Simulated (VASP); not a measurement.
# BaTiO3 (Pm-3m) in VASP: settings compared

The runs below take BaTiO3 through single point, with PBEsol, PBEsol+U, PBEsol+D3(BJ).

All numbers are computed with VASP 6.6.1; they aren't measurements. Logs are shortened: lines on timing, memory, paths and dates and some standing lists are left out, and cuts for length are marked.

## (1) The cell of the first run

The structure is cubic, space group Pm-3m (No. 221). The conventional cell has a = 3.970 Å, b = 3.970 Å, c = 3.970 Å, α = 90.00°, β = 90.00°, γ = 90.00°. Ba (site symmetry m-3m) has 12 O at 2.81 Å and 8 Ti at 3.44 Å within 3.7 Å. Within 2.6 Å of Ti (site symmetry m-3m) lie 6 O at 1.98 Å. O (site symmetry 4/mmm) has 2 Ti at 1.98 Å within 2.6 Å.

## (2) Single point, PBEsol

Contents of INCAR:

```
SYSTEM = BaTiO3
  ALGO = Normal
  EDIFF = 1E-6
  ENCUT = 910
  GGA = PS
  GGA_COMPAT = .FALSE.
  ISIF = 2
  ISMEAR = -1
  LASPH = .TRUE.
  LCHARG = .FALSE.
  LREAL = .FALSE.
  LWAVE = .FALSE.
  NBANDS = 28
  NELM = 120
  PREC = Accurate
  SIGMA = 0.05
```

Contents of KPOINTS:

```
k-points
0
G
  7 7 7
  0 0 0
```

Contents of POSCAR:

```
BaTiO3
1.0
    3.9698719600      0.0000000000      0.0000000000
    0.0000000000      3.9698719600      0.0000000000
    0.0000000000      0.0000000000      3.9698719600
Ba Ti O
1 1 3
Direct
    0.5000000000      0.5000000000      0.5000000000
    0.0000000000      0.0000000000      0.0000000000
    0.0000000000      0.0000000000      0.5000000000
    0.0000000000      0.5000000000      0.0000000000
    0.5000000000      0.0000000000      0.0000000000
```

Potentials or basis: VASP PAW PBE potentials, release 64 (Ba_sv, Ti_sv, O_h).

Run with:

```bash
cat potpaw_PBE.64/Ba_sv/POTCAR potpaw_PBE.64/Ti_sv/POTCAR potpaw_PBE.64/O_h/POTCAR > POTCAR
mpirun -np 1 vasp_std > vasp.out
```

OUTCAR:

```text
SYSTEM = BaTiO3
   EDIFF = 1E-6
   ENCUT = 910
   GGA = PS
   ISIF = 2
   ISMEAR = -1
   LASPH = .TRUE.
   LREAL = .FALSE.
   NELM = 120
   PREC = Accurate

 ion  position               nearest neighbor table
   1  0.500  0.500  0.500-   3 2.81   4 2.81   5 2.81   4 2.81   5 2.81   3 2.81   5 2.81   5 2.81
                             3 2.81   4 2.81   4 2.81   3 2.81   2 3.44   2 3.44   2 3.44   2 3.44
   2  0.000  0.000  0.000-   3 1.98   4 1.98   5 1.98   3 1.98   4 1.98   5 1.98   1 3.44   1 3.44
                             1 3.44   1 3.44   1 3.44   1 3.44   1 3.44   1 3.44
   3  0.000  0.000  0.500-   2 1.98   2 1.98   1 2.81   1 2.81   1 2.81   1 2.81
   4  0.000  0.500  0.000-   2 1.98   2 1.98   1 2.81   1 2.81   1 2.81   1 2.81
   5  0.500  0.000  0.000-   2 1.98   2 1.98   1 2.81   1 2.81   1 2.81   1 2.81

  LATTYP: Found a simple cubic cell.
 ALAT       =     3.9698719600

  Lattice vectors:

 A1 = (   3.9698719600,   0.0000000000,   0.0000000000)
 A2 = (   0.0000000000,   3.9698719600,   0.0000000000)
 A3 = (   0.0000000000,   0.0000000000,   3.9698719600)

Analysis of symmetry for initial positions (statically):
=====================================================================
 Subroutine PRICEL returns:
 Original cell was already a primitive cell.

 Routine SETGRP: Setting up the symmetry group for a
 simple cubic supercell.

 Subroutine GETGRP returns: Found 48 space group operations
 (whereof 48 operations were pure point group operations)
 out of a pool of 48 trial point group operations.

The static configuration has the point symmetry O_h .

Analysis of symmetry for dynamics (positions and initial velocities):
=====================================================================
 Subroutine PRICEL returns:
 Original cell was already a primitive cell.

 Routine SETGRP: Setting up the symmetry group for a
 simple cubic supercell.

 Subroutine GETGRP returns: Found 48 space group operations
 (whereof 48 operations were pure point group operations)
 out of a pool of 48 trial point group operations.

The dynamic configuration has the point symmetry O_h .

 Subroutine INISYM returns: Found 48 space group operations
 (whereof 48 operations are pure point group operations),
 and found     1 'primitive' translations

----------------------------------------------------------------------------------------

                                     Primitive cell

  volume of cell :      62.5647

  direct lattice vectors                    reciprocal lattice vectors
     3.969871960  0.000000000  0.000000000     0.251897293  0.000000000  0.000000000
     0.000000000  3.969871960  0.000000000     0.000000000  0.251897293  0.000000000
     0.000000000  0.000000000  3.969871960     0.000000000  0.000000000  0.251897293

  length of vectors
     3.969871960  3.969871960  3.969871960     0.251897293  0.251897293  0.251897293

  position of ions in fractional coordinates (direct lattice)
     0.500000000  0.500000000  0.500000000
     0.000000000  0.000000000  0.000000000
     0.000000000  0.000000000  0.500000000
     0.000000000  0.500000000  0.000000000
     0.500000000  0.000000000  0.000000000

  ion indices of the primitive-cell ions
   primitive index   ion index
                 1           1
                 2           2
                 3           3
                 4           4
                 5           5

----------------------------------------------------------------------------------------

 KPOINTS: k-points

Automatic generation of k-mesh.
 Grid dimensions read from file:
 generate k-points for:    7    7    7

 Generating k-lattice:

  Cartesian coordinates                     Fractional coordinates (reciprocal lattice)
     0.035985328  0.000000000  0.000000000     0.142857143  0.000000000  0.000000000
     0.000000000  0.035985328  0.000000000     0.000000000  0.142857143  0.000000000
     0.000000000  0.000000000  0.035985328     0.000000000  0.000000000  0.142857143

  Length of vectors
     0.035985328  0.035985328  0.035985328

  Shift w.r.t. Gamma in fractional coordinates (k-lattice)
     0.000000000  0.000000000  0.000000000

 Subroutine IBZKPT returns following result:
 ===========================================

 Found     20 irreducible k-points:

 Following reciprocal coordinates:
            Coordinates               Weight
  0.000000  0.000000  0.000000      1.000000
  0.142857  0.000000  0.000000      6.000000
  0.285714  0.000000  0.000000      6.000000
  0.428571  0.000000  0.000000      6.000000
  0.142857  0.142857  0.000000     12.000000
  0.285714  0.142857  0.000000     24.000000
[... 12 lines left out ...]
  0.428571  0.428571  0.285714     24.000000
  0.428571  0.428571  0.428571      8.000000
   k-points           NKPTS =     20   k-points in BZ     NKDIM =     20   number of bands    NBANDS=     28
   number of dos      NEDOS =    301   number of ions     NIONS =      5
   total plane-waves  NPLWV =  64000
   dimension x,y,z NGX =    40 NGY =   40 NGZ =   40
   dimension x,y,z NGXF=    80 NGYF=   80 NGZF=   80
   ions per type =               1   1   3
   NGX,Y,Z   is equivalent  to a cutoff of  16.75, 16.75, 16.75 a.u.
   NGXF,Y,Z  is equivalent  to a cutoff of  33.50, 33.50, 33.50 a.u.
 SYSTEM =  BaTiO3
   PREC   = accura    normal or accurate (medium, high low for compatibility)
   ISTART =      0    job   : 0-new  1-cont  2-samecut
   ICHARG =      2    charge: 1-file 2-atom 10-const
   ISPIN  =      1    spin polarized calculation?
   LNONCOLLINEAR =      F non collinear calculations
   LSORBIT =      F    spin-orbit coupling
   LASPH  =      T    aspherical Exc in radial PAW
   ENCUT  =  910.0 eV  66.88 Ry    8.18 a.u.   9.76  9.76  9.76*2*pi/ulx,y,z
   NELM   =    120;   NELMIN=  2; NELMDL= -5     # of ELM steps
   EDIFF  = 0.1E-05   stopping-criterion for ELM
   LREAL  =      F    real-space projection
   EDIFFG = 0.1E-04   stopping-criterion for IOM
   NSW    =      0    number of steps for IOM
   IBRION =     -1    ionic relax: 0-MD 1-quasi-New 2-CG
   NFREE  =      0    steps in history (QN), initial steepest desc. (CG)
   ISIF   =      2    stress and relaxation
   ISYM   =      2    0-nonsym 1-usesym 2-fastsym
   POTIM  = 0.5000    time-step for ionic-motion
   TEBEG  =    0.0;   TEEND  =   0.0 temperature during run
   PSTRESS=    0.0 pullay stress
   NELECT =      40.0000    total number of electrons
   NUPDOWN=      -1.0000    fix difference up-down
   EMIN   =  10.00;   EMAX   =-10.00  energy-range for DOS
   EFERMI =   0.00;   METHOD = LEGACY
   ISMEAR =    -1;   SIGMA  =   0.05  broadening in eV -4-tet -1-fermi 0-gaus
   EFERMI_NEDOS =   21; number of points for ismear=-14 and -15
   IALGO  =     38    algorithm
   IMIX   =      4    mixing-type and parameters
     AMIX     =   0.40;   BMIX     =  1.00
     AMIX_MAG =   1.60;   BMIX_MAG =  1.00
  volume/ion in A,a.u.               =      12.51        84.44
  Fermi-wavevector in a.u.,A,eV,Ry     =   1.410322  2.665122 27.062105  1.989009
  Thomas-Fermi vector in A             =   2.532288
   LORBIT       =      0    0 simple, 1 ext, 2 COOP (PROOUT), +10 PAW based schemes
   GGA     = PS    functional components
   LHFCALC =     F    Hartree Fock is set to
   AEXX    =    0.0000 exact exchange contribution
   IVDW    =     0    specifies the selected vdW correction
   LEPSILON=     F    determine dielectric tensor
   LRPA    =     F    only Hartree local field effects (RPA)
 non-spin polarized calculation
  energy-cutoff  :      910.00
  volume of cell :       62.56
 maximum number of plane-waves:      3917
 NGX is ok and might be reduce to    40
   NGX = 19   NGY = 19   NGZ = 19

 number of electron      40.0000011 magnetization

 Free energy of the ion-electron system (eV)
  ---------------------------------------------------
  ext. energy  EPLUGINS =         0.00000000
  ---------------------------------------------------
  free energy    TOTEN  =       -41.99790854 eV

  energy without entropy =      -41.99790854  energy(sigma->0) =      -41.99790854

 E-fermi :   5.1257     XC(G=0): -11.6522

 val. band max:        4.1838945772   @ k =   0.4286   0.4286   0.4286
 cond. band min:       5.9973611809   @ k =   0.0000   0.0000   0.0000
 fundamental gap:      1.8134666038
 Fermi energy:         5.1256924774

 k-point     1 :       0.0000    0.0000    0.0000
  band No.  band energies     occupation
      1     -52.0152      2.00000
      2     -28.3534      2.00000
      3     -28.3534      2.00000
      4     -28.3534      2.00000
      5     -20.4544      2.00000
      6     -12.6203      2.00000
[... 20 lines left out ...]
     27       9.1925      0.00000
     28      11.7115      0.00000

 k-point     2 :       0.1429    0.0000    0.0000
  band No.  band energies     occupation
      1     -52.0150      2.00000
      2     -28.3649      2.00000
      3     -28.3529      2.00000
      4     -28.3529      2.00000
      5     -20.4285      2.00000
      6     -12.6398      2.00000
[... 20 lines left out ...]
     27       9.6110      0.00000
     28      12.2114      0.00000

 k-point     3 :       0.2857    0.0000    0.0000
  band No.  band energies     occupation
      1     -52.0145      2.00000
      2     -28.3906      2.00000
      3     -28.3519      2.00000
      4     -28.3519      2.00000
      5     -20.3693      2.00000
      6     -12.7564      2.00000
[... 20 lines left out ...]
     27      10.6685      0.00000
     28      12.6454      0.00000

 k-point     4 :       0.4286    0.0000    0.0000
  band No.  band energies     occupation
      1     -52.0141      2.00000
      2     -28.4111      2.00000
      3     -28.3511      2.00000
      4     -28.3511      2.00000
      5     -20.3205      2.00000
      6     -12.8868      2.00000
[... 20 lines left out ...]
     27      11.7130      0.00000
     28      12.5079      0.00000

 k-point     5 :       0.1429    0.1429    0.0000
  band No.  band energies     occupation
      1     -52.0148      2.00000
      2     -28.3647      2.00000
      3     -28.3641      2.00000
      4     -28.3525      2.00000
      5     -20.4044      2.00000
      6     -12.6312      2.00000
[... 20 lines left out ...]
     27      10.0168      0.00000
     28      12.4499      0.00000

 k-point     6 :       0.2857    0.1429    0.0000
  band No.  band energies     occupation
      1     -52.0143      2.00000
      2     -28.3900      2.00000
      3     -28.3632      2.00000
      4     -28.3515      2.00000
      5     -20.3492      2.00000
      6     -12.6902      2.00000
[... 339 lines left out ...]
      5     -20.2474      2.00000
      6     -12.3108      2.00000
[... 20 lines left out ...]
     27      12.0791      0.00000
     28      12.3916      0.00000

 k-point    18 :       0.4286    0.2857    0.2857
  band No.  band energies     occupation
      1     -52.0127      2.00000
      2     -28.4065      2.00000
      3     -28.3858      2.00000
      4     -28.3853      2.00000
      5     -20.2157      2.00000
      6     -12.2095      2.00000
[... 20 lines left out ...]
     27      12.2870      0.00000
     28      12.4624      0.00000

 k-point    19 :       0.4286    0.4286    0.2857
  band No.  band energies     occupation
      1     -52.0123      2.00000
      2     -28.4054      2.00000
      3     -28.4053      2.00000
      4     -28.3846      2.00000
      5     -20.1874      2.00000
      6     -11.9923      2.00000
[... 20 lines left out ...]
     27      12.1109      0.00000
     28      12.2575      0.00000

 k-point    20 :       0.4286    0.4286    0.4286
  band No.  band energies     occupation
      1     -52.0119      2.00000
      2     -28.4044      2.00000
      3     -28.4042      2.00000
      4     -28.4042      2.00000
      5     -20.1607      2.00000
      6     -11.7729      2.00000
[... 20 lines left out ...]
     27      12.1048      0.00000
     28      12.1048      0.00000

------------------------ aborting loop because EDIFF is reached ----------------------------------------

  FORCE on cell =-STRESS in cart. coord.  units (eV):
  Direction    XX          YY          ZZ          XY          YZ          ZX
  --------------------------------------------------------------------------------------
  -------------------------------------------------------------------------------------
  Total        0.6469026      0.6469026      0.6469026     -0.0000000      0.0000000     -0.0000000
  in kB       16.5660876     16.5660876     16.5660876     -0.0000000      0.0000000     -0.0000000
  external PRESSURE =      16.5660876 kB  Pullay stress =       0.0000000 kB

 VOLUME and BASIS-vectors are now :
 -----------------------------------------------------------------------------
  energy-cutoff  :      910.00
  volume of cell :       62.56
      direct lattice vectors                 reciprocal lattice vectors
     3.969871960  0.000000000  0.000000000     0.251897293  0.000000000  0.000000000
     0.000000000  3.969871960  0.000000000     0.000000000  0.251897293  0.000000000
     0.000000000  0.000000000  3.969871960     0.000000000  0.000000000  0.251897293

 POSITION                                       TOTAL-FORCE (eV/Angst)
 -----------------------------------------------------------------------------------
      1.98494      1.98494      1.98494         0.000000      0.000000      0.000000
      0.00000      0.00000      0.00000         0.000000      0.000000      0.000000
      0.00000      0.00000      1.98494         0.000000      0.000000      0.000000
      0.00000      1.98494      0.00000         0.000000      0.000000      0.000000
      1.98494      0.00000      0.00000         0.000000      0.000000      0.000000
 -----------------------------------------------------------------------------------
    total drift:                                0.000000      0.000000     -0.000000

  FREE ENERGIE OF THE ION-ELECTRON SYSTEM (eV)
  ---------------------------------------------------
  free  energy   TOTEN  =       -41.9979085385 eV

  energy  without entropy=      -41.9979085364  energy(sigma->0) =      -41.99790854
```

Run time: 66 s. Hardware: 1 thread of Intel Xeon Platinum 8488C (Sapphire Rapids), shared host; peak memory 0.3 GiB.

What came out:

```yaml
Free_energy: -41.9979 eV
Pressure: 1.7 GPa
Band_gap_on_the_k_mesh: 1.81 eV, indirect (least direct gap 1.87 eV)
```

Caveat: the cutoff is under 1.25 times the usual one of these potentials, so pressure, stress and relaxed cells hold a basis-set (Pulay) error; the PAW data sets were made with another functional, which shifts forces and pressure a little; spin-orbit coupling is left out, which moves the levels of the heavy elements. A k mesh can miss the band edges.

[end of part 1 of 2]
